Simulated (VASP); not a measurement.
A run of VASP 6.6.1 is set up as follows.

File POSCAR:

```
Cr
1.0
   -1.4145317838      1.4145317838      1.4145317838
    1.4145317838     -1.4145317838      1.4145317838
    1.4145317838      1.4145317838     -1.4145317838
Cr
1
Direct
    0.0000000000      0.0000000000      0.0000000000
```

The input INCAR.step1:

```
PREC = Accurate
ENCUT = 520
ISMEAR = 0
SIGMA = 0.05
LREAL = F
LASPH = T
NELM = 150
ISPIN = 2
MAGMOM = 0.05
LMAXMIX = 4
NBANDS = 16
GGA = PE
ALGO = Normal
EDIFF = 1E-4
LWAVE = T
LCHARG = F
```

Contents of INCAR.step2:

```
PREC = Accurate
ENCUT = 520
EDIFF = 1E-6
ISMEAR = 0
SIGMA = 0.05
LREAL = F
LASPH = T
NELM = 150
ALGO = Normal
ISIF = 2
LWAVE = F
LCHARG = F
ISPIN = 2
MAGMOM = 0.05
LORBIT = 11
LMAXMIX = 4
METAGGA = R2SCAN
LMIXTAU = T
NBANDS = 16
ISTART = 1
```

Contents of KPOINTS:

```
Automatic mesh
0
Gamma
  20 20 20
```

Potentials or basis: VASP PAW PBE potentials, release 64 (Cr_pv).

Run with:

```sh
$ cat potpaw_PBE.64/Cr_pv/POTCAR > POTCAR
$ cp INCAR.step1 INCAR
$ mpirun -np 1 vasp_std > vasp.out
$ cp INCAR.step2 INCAR
$ mpirun -np 1 vasp_std > vasp.out
```

(1) What does it give for the net moment?

(2) What does it give for the pressure?

(3) What does it give for the band gap on the k mesh?

## Answers

(1) 0.00 μB per cell.

(2) 0.6 GPa.

(3) zero (filled and empty bands overlap).

Caveat: the PAW data sets were made with another functional, which shifts forces and pressure a little.
